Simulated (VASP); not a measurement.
# Si16Ge (a cell with a defect) in VASP: relaxation of the atoms with PBE

Aim: the relaxation of the atoms of Si16Ge (a cell with a defect) with PBE.

Program: VASP 6.6.1. These are calculated values, not measurements. Logs are shortened: lines on timing, memory, paths and dates and some standing lists are left out, and cuts for length are marked.

**1. The cell of the first run**

The cell holds a defect, 17 atoms: a = 7.679 Å, b = 7.679 Å, c = 7.679 Å, α = 60.00°, β = 60.00°, γ = 60.00°.

**2. Relaxation of the atoms, PBE**

INCAR reads:

```
SYSTEM = Si16Ge
ALGO     = Normal         ! electronic algorithm
EDIFF    = 1E-7           ! SCF threshold, eV
EDIFFG   = -0.03          ! ionic threshold
ENCUT    = 520            ! plane-wave cutoff, eV
GGA      = PE             ! functional
IBRION   = 2              ! ionic algorithm
ISIF     = 2              ! what is computed and relaxed
ISMEAR   = -1             ! smearing method
LASPH    = .True.         ! aspherical terms in the spheres
LCHARG   = .False.        ! write CHGCAR
LREAL    = Auto         
LWAVE    = .False.        ! write WAVECAR
NELM     = 60             ! most SCF steps
NSW      = 80             ! ionic steps
PREC     = Accurate       ! precision mode
SIGMA    = 0.02           ! smearing width, eV
```

KPOINTS reads:

```
k-points
0
Gamma
  2 2 2
  0 0 0
```

POSCAR reads:

```
Si16Ge
1.0
    0.0000000000      5.4300000000      5.4300000000
    5.4300000000      0.0000000000      5.4300000000
    5.4300000000      5.4300000000      0.0000000000
Si Ge
16 1
Direct
    0.0000000000      0.0000000000      0.0000000000
    0.1250000000      0.1250000000      0.1250000000
    0.0000000000      0.0000000000      0.5000000000
    0.1250000000      0.1250000000      0.6250000000
    0.0000000000      0.5000000000      0.0000000000
    0.1250000000      0.6250000000      0.1250000000
    0.0000000000      0.5000000000      0.5000000000
    0.1250000000      0.6250000000      0.6250000000
    0.5000000000      0.0000000000      0.0000000000
    0.6250000000      0.1250000000      0.1250000000
    0.5000000000      0.0000000000      0.5000000000
    0.6250000000      0.1250000000      0.6250000000
    0.5000000000      0.5000000000      0.0000000000
    0.6250000000      0.6250000000      0.1250000000
    0.5000000000      0.5000000000      0.5000000000
    0.6250000000      0.6250000000      0.6250000000
    0.7406455400      0.7491229100      0.7568218600
```

Potentials or basis: VASP PAW PBE potentials, release 64 (Si, Ge_d).

On the command line:

```sh
$ cat potpaw_PBE.64/Si/POTCAR potpaw_PBE.64/Ge_d/POTCAR > POTCAR
$ mpirun -np 1 vasp_std > vasp.out
```

OUTCAR:

```text
SYSTEM = Si16Ge
   EDIFF = 1E-7
   EDIFFG = -0.03
   ENCUT = 520
   GGA = PE
   IBRION = 2
   ISIF = 2
   ISMEAR = -1
   LASPH = .True.
   LREAL = Auto
   NELM = 60
   NSW = 80
   PREC = Accurate

 ion  position               nearest neighbor table
   1  0.000  0.000  0.000-   2 2.35   4 2.35   6 2.35  10 2.35
   2  0.125  0.125  0.125-   1 2.35   3 2.35   5 2.35   9 2.35
   3  0.000  0.000  0.500-   2 2.35   4 2.35   8 2.35  12 2.35  17 2.77
   4  0.125  0.125  0.625-   1 2.35   3 2.35   7 2.35  11 2.35
   5  0.000  0.500  0.000-   2 2.35   6 2.35   8 2.35  14 2.35  17 2.73
   6  0.125  0.625  0.125-   1 2.35   5 2.35   7 2.35  13 2.35
   7  0.000  0.500  0.500-   4 2.35   6 2.35   8 2.35  16 2.35  17 2.75
   8  0.125  0.625  0.625-   3 2.35   5 2.35   7 2.35  15 2.35  17 2.41
   9  0.500  0.000  0.000-   2 2.35  10 2.35  12 2.35  14 2.35  17 2.68
  10  0.625  0.125  0.125-   1 2.35   9 2.35  11 2.35  13 2.35
  11  0.500  0.000  0.500-   4 2.35  10 2.35  12 2.35  16 2.35  17 2.70
  12  0.625  0.125  0.625-   3 2.35   9 2.35  11 2.35  15 2.35  17 2.36
  13  0.500  0.500  0.000-   6 2.35  10 2.35  14 2.35  16 2.35  17 2.66
  14  0.625  0.625  0.125-  17 2.31   9 2.35  13 2.35  15 2.35   5 2.35
  15  0.500  0.500  0.500-   8 2.35  12 2.35  14 2.35  16 2.35
  16  0.625  0.625  0.625-  17 2.33  11 2.35  13 2.35  15 2.35   7 2.35
  17  0.741  0.749  0.757-  14 2.31  16 2.33  12 2.36   8 2.41  13 2.66   9 2.68  11 2.70   5 2.73
                             7 2.75   3 2.77

  LATTYP: Found a face centered cubic cell.
 ALAT       =    10.8600000000

  Lattice vectors:

 A1 = (   0.0000000000,   5.4300000000,   5.4300000000)
 A2 = (   5.4300000000,   0.0000000000,   5.4300000000)
 A3 = (   5.4300000000,   5.4300000000,   0.0000000000)

Analysis of symmetry for initial positions (statically):
=====================================================================
 Subroutine PRICEL returns:
 Original cell was already a primitive cell.

 Routine SETGRP: Setting up the symmetry group for a
 face centered cubic supercell.

 Subroutine GETGRP returns: Found  1 space group operations
 (whereof  1 operations were pure point group operations)
 out of a pool of 48 trial point group operations.

The static configuration has the point symmetry C_1 .

Analysis of symmetry for dynamics (positions and initial velocities):
=====================================================================
 Subroutine PRICEL returns:
 Original cell was already a primitive cell.

 Routine SETGRP: Setting up the symmetry group for a
 face centered cubic supercell.

 Subroutine GETGRP returns: Found  1 space group operations
 (whereof  1 operations were pure point group operations)
 out of a pool of 48 trial point group operations.

The dynamic configuration has the point symmetry C_1 .

 Subroutine INISYM returns: Found  1 space group operations
 (whereof  1 operations are pure point group operations),
 and found     1 'primitive' translations

----------------------------------------------------------------------------------------

                                     Primitive cell

  volume of cell :     320.2060

  direct lattice vectors                    reciprocal lattice vectors
     0.000000000  5.430000000  5.430000000    -0.092081031  0.092081031  0.092081031
     5.430000000  0.000000000  5.430000000     0.092081031 -0.092081031  0.092081031
     5.430000000  5.430000000  0.000000000     0.092081031  0.092081031 -0.092081031

  length of vectors
     7.679179644  7.679179644  7.679179644     0.159489025  0.159489025  0.159489025

  position of ions in fractional coordinates (direct lattice)
     0.000000000  0.000000000  0.000000000
     0.125000000  0.125000000  0.125000000
     0.000000000  0.000000000  0.500000000
     0.125000000  0.125000000  0.625000000
     0.000000000  0.500000000  0.000000000
     0.125000000  0.625000000  0.125000000
[... 9 lines left out ...]
     0.625000000  0.625000000  0.625000000
     0.740645540  0.749122910  0.756821860

  ion indices of the primitive-cell ions
   primitive index   ion index
                 1           1
                 2           2
                 3           3
                 4           4
                 5           5
                 6           6
[... 9 lines left out ...]
                16          16
                17          17

----------------------------------------------------------------------------------------

 KPOINTS: k-points

Automatic generation of k-mesh.
 Grid dimensions read from file:
 generate k-points for:    2    2    2

 Generating k-lattice:

  Cartesian coordinates                     Fractional coordinates (reciprocal lattice)
    -0.046040516  0.046040516  0.046040516     0.500000000  0.000000000  0.000000000
     0.046040516 -0.046040516  0.046040516     0.000000000  0.500000000  0.000000000
     0.046040516  0.046040516 -0.046040516     0.000000000  0.000000000  0.500000000

  Length of vectors
     0.079744512  0.079744512  0.079744512

  Shift w.r.t. Gamma in fractional coordinates (k-lattice)
     0.000000000  0.000000000  0.000000000

 Subroutine IBZKPT returns following result:
 ===========================================

 Found      8 irreducible k-points:

 Following reciprocal coordinates:
            Coordinates               Weight
  0.000000  0.000000  0.000000      1.000000
  0.500000  0.000000  0.000000      1.000000
  0.000000  0.500000  0.000000      1.000000
  0.000000  0.000000  0.500000      1.000000
  0.500000  0.500000  0.500000      1.000000
  0.500000  0.500000  0.000000      1.000000
  0.000000  0.500000  0.500000      1.000000
  0.500000  0.000000  0.500000      1.000000
   k-points           NKPTS =      8   k-points in BZ     NKDIM =      8   number of bands    NBANDS=     48
   number of dos      NEDOS =    301   number of ions     NIONS =     17
   total plane-waves  NPLWV = 216000
   dimension x,y,z NGX =    60 NGY =   60 NGZ =   60
   dimension x,y,z NGXF=   120 NGYF=  120 NGZF=  120
   ions per type =              16   1
   NGX,Y,Z   is equivalent  to a cutoff of  12.99, 12.99, 12.99 a.u.
   NGXF,Y,Z  is equivalent  to a cutoff of  25.98, 25.98, 25.98 a.u.
 SYSTEM =  Si16Ge
   PREC   = accura    normal or accurate (medium, high low for compatibility)
   ISTART =      0    job   : 0-new  1-cont  2-samecut
   ICHARG =      2    charge: 1-file 2-atom 10-const
   ISPIN  =      1    spin polarized calculation?
   LNONCOLLINEAR =      F non collinear calculations
   LSORBIT =      F    spin-orbit coupling
   LASPH  =      T    aspherical Exc in radial PAW
   ENCUT  =  520.0 eV  38.22 Ry    6.18 a.u.  14.28 14.28 14.28*2*pi/ulx,y,z
   NELM   =     60;   NELMIN=  2; NELMDL= -5     # of ELM steps
   EDIFF  = 0.1E-06   stopping-criterion for ELM
   LREAL  =      T    real-space projection
   EDIFFG = -.3E-01   stopping-criterion for IOM
   NSW    =     80    number of steps for IOM
   IBRION =      2    ionic relax: 0-MD 1-quasi-New 2-CG
   NFREE  =      1    steps in history (QN), initial steepest desc. (CG)
   ISIF   =      2    stress and relaxation
   ISYM   =      2    0-nonsym 1-usesym 2-fastsym
   POTIM  = 0.5000    time-step for ionic-motion
   TEBEG  =    0.0;   TEEND  =   0.0 temperature during run
   PSTRESS=    0.0 pullay stress
   NELECT =      78.0000    total number of electrons
   NUPDOWN=      -1.0000    fix difference up-down
   EMIN   =  10.00;   EMAX   =-10.00  energy-range for DOS
   EFERMI =   0.00;   METHOD = LEGACY
   ISMEAR =    -1;   SIGMA  =   0.02  broadening in eV -4-tet -1-fermi 0-gaus
   EFERMI_NEDOS =   21; number of points for ismear=-14 and -15
   IALGO  =     38    algorithm
   IMIX   =      4    mixing-type and parameters
     AMIX     =   0.40;   BMIX     =  1.00
     AMIX_MAG =   1.60;   BMIX_MAG =  1.00
  volume/ion in A,a.u.               =      18.84       127.11
  Fermi-wavevector in a.u.,A,eV,Ry     =   1.022421  1.932096 14.222785  1.045345
  Thomas-Fermi vector in A             =   2.156100
   LORBIT       =      0    0 simple, 1 ext, 2 COOP (PROOUT), +10 PAW based schemes
   GGA     = PE    functional components
   LHFCALC =     F    Hartree Fock is set to
   AEXX    =    0.0000 exact exchange contribution
   IVDW    =     0    specifies the selected vdW correction
   LEPSILON=     F    determine dielectric tensor
   LRPA    =     F    only Hartree local field effects (RPA)
 conjugate gradient relaxation of ions
 non-spin polarized calculation
  energy-cutoff  :      520.00
  volume of cell :      320.21
 maximum number of plane-waves:      8646
 NGX is ok and might be reduce to    60
   NGX = 29   NGY = 29   NGZ = 29

--------------------------------------- Ionic step        1  -------------------------------------------

 number of electron      78.0000003 magnetization

 Free energy of the ion-electron system (eV)
  ---------------------------------------------------
  ext. energy  EPLUGINS =         0.00000000
  ---------------------------------------------------
  free energy    TOTEN  =       -86.34459550 eV

  energy without entropy =      -86.33501429  energy(sigma->0) =      -86.33980490

------------------------ aborting loop because EDIFF is reached ----------------------------------------

  FORCE on cell =-STRESS in cart. coord.  units (eV):
  Direction    XX          YY          ZZ          XY          YZ          ZX
  --------------------------------------------------------------------------------------
  -------------------------------------------------------------------------------------
  Total       15.4515397     15.4454736     15.4656508      0.9073953     -0.5210191      0.2018445
  in kB       77.3130597     77.2827073     77.3836658      4.5402275     -2.6069625      1.0099456
  external PRESSURE =      77.3264776 kB  Pullay stress =       0.0000000 kB

 VOLUME and BASIS-vectors are now :
 -----------------------------------------------------------------------------
  energy-cutoff  :      520.00
  volume of cell :      320.21
      direct lattice vectors                 reciprocal lattice vectors
     0.000000000  5.430000000  5.430000000    -0.092081031  0.092081031  0.092081031
     5.430000000  0.000000000  5.430000000     0.092081031 -0.092081031  0.092081031
     5.430000000  5.430000000  0.000000000     0.092081031  0.092081031 -0.092081031
[... 324 lines left out ...]
      6.74228      6.74301      6.74373         0.005623     -0.006383     -0.013757
      8.15525      8.14014      8.12752        -0.015210      0.010157      0.026288
 -----------------------------------------------------------------------------------
    total drift:                                0.000315      0.000500     -0.002627

  FREE ENERGIE OF THE ION-ELECTRON SYSTEM (eV)
  ---------------------------------------------------
  free  energy   TOTEN  =       -86.6966561926 eV

  energy  without entropy=      -86.6860301466  energy(sigma->0) =      -86.69134317

--------------------------------------- Ionic step        8  -------------------------------------------

 number of electron      78.0000000 magnetization

 Free energy of the ion-electron system (eV)
  ---------------------------------------------------
  ext. energy  EPLUGINS =         0.00000000
  ---------------------------------------------------
  free energy    TOTEN  =       -86.69682263 eV

  energy without entropy =      -86.68620132  energy(sigma->0) =      -86.69151198

 E-fermi :   6.9416     XC(G=0):  -9.7495

 val. band max:        6.6861018267   @ k =   0.0000   0.0000   0.0000
 cond. band min:       6.9498720667   @ k =   0.0000   0.0000   0.0000
 fundamental gap:      0.2637702400
 Fermi energy:         6.9415714424

 k-point     1 :       0.0000    0.0000    0.0000
  band No.  band energies     occupation
      1     -18.2527      2.00000
      2     -18.2524      2.00000
      3     -18.2523      2.00000
      4     -18.2386      2.00000
      5     -18.2386      2.00000
      6      -6.5221      2.00000
[... 423 lines left out ...]
      2.71603      2.71406      0.04688         0.005333     -0.005279     -0.005009
      4.07994      4.07889      1.34967        -0.003495     -0.001657      0.003829
      2.71701      0.04843      2.71292         0.008718     -0.004452     -0.008197
      4.08112      1.34918      4.07901        -0.003968      0.003705     -0.000427
[... 9 lines left out ...]
      6.74276      6.74277      6.74304         0.009176      0.000647     -0.006280
      8.15423      8.14078      8.12926        -0.012952      0.006190      0.020064
 -----------------------------------------------------------------------------------
    total drift:                                0.002019     -0.000265     -0.003149

  FREE ENERGIE OF THE ION-ELECTRON SYSTEM (eV)
  ---------------------------------------------------
  free  energy   TOTEN  =       -86.6968226335 eV

  energy  without entropy=      -86.6862013246  energy(sigma->0) =      -86.69151198

 reached required accuracy - stopping structural energy minimisation
```

It took 29 min on 1 thread of Oxide Virtual Turin-like, shared host; peak memory 0.53 GiB.

Results:

```
Free energy                  : -86.6968 eV
Energy gained by relaxing    : 20.7 meV/atom
Ionic steps                  : 8
Pressure after relaxing      : 6.7 GPa
Largest force after relaxing : 0.025 eV/Å
Band gap on the k mesh       : zero (bands 39 and 40 overlap by 0.31 eV)
```

Forces on the atoms (eV/Å):
```
Si   0.001  0.000 -0.002
Si   0.001  0.004  0.004
Si   0.005 -0.005 -0.005
Si  -0.003 -0.002  0.004
Si   0.009 -0.004 -0.008
Si  -0.004  0.004  0.000
Si   0.005 -0.008 -0.007
Si  -0.010  0.012  0.007
Si  -0.005  0.004 -0.003
Si   0.004 -0.004 -0.003
Si  -0.003  0.006 -0.001
Si   0.008 -0.006 -0.007
Si   0.001  0.002  0.006
Si  -0.001 -0.010 -0.003
Si  -0.004  0.001  0.004
Si   0.009  0.001 -0.006
Ge  -0.013  0.006  0.020
```

Step by step:
| step | energy change (eV) | largest force (eV/Å) | pressure (GPa) |
| --- | --- | --- | --- |
| 1 | 0.0000 | 1.8844 | 7.73 |
| 2 | -0.3425 | 0.2346 | 6.73 |
| 3 | -0.3427 | 0.2733 | 6.71 |
| 4 | -0.3503 | 0.1249 | 6.69 |
| 5 | -0.3503 | 0.1211 | 6.69 |
| 6 | -0.3519 | 0.0501 | 6.69 |
| 7 | -0.3521 | 0.0320 | 6.70 |
| 8 | -0.3522 | 0.0247 | 6.70 |

Final structure:
```
Si Ge
1.0
     0.00000    5.43000    5.43000
     5.43000    0.00000    5.43000
     5.43000    5.43000    0.00000
Si Ge
16 1
Direct
  0.00018 0.00002 0.99988
  0.12412 0.12435 0.12447
  0.00414 0.00450 0.49569
  0.12418 0.12438 0.62699
  0.00408 0.49553 0.00484
  0.12404 0.62716 0.12443
  0.00411 0.49559 0.49561
  0.13445 0.62180 0.62190
  0.49534 0.00445 0.00484
  0.62737 0.12412 0.12429
  0.49539 0.00448 0.49544
  0.62119 0.13634 0.62123
  0.49526 0.49529 0.00482
  0.62069 0.62064 0.13808
  0.49789 0.49980 0.50154
  0.62091 0.62090 0.62086
  0.74731 0.74979 0.75191
```

Caveat: the k points lie up to 0.50 Å⁻¹ apart.

The gap in the log of VASP goes by the Fermi energy; the results here count the filled bands.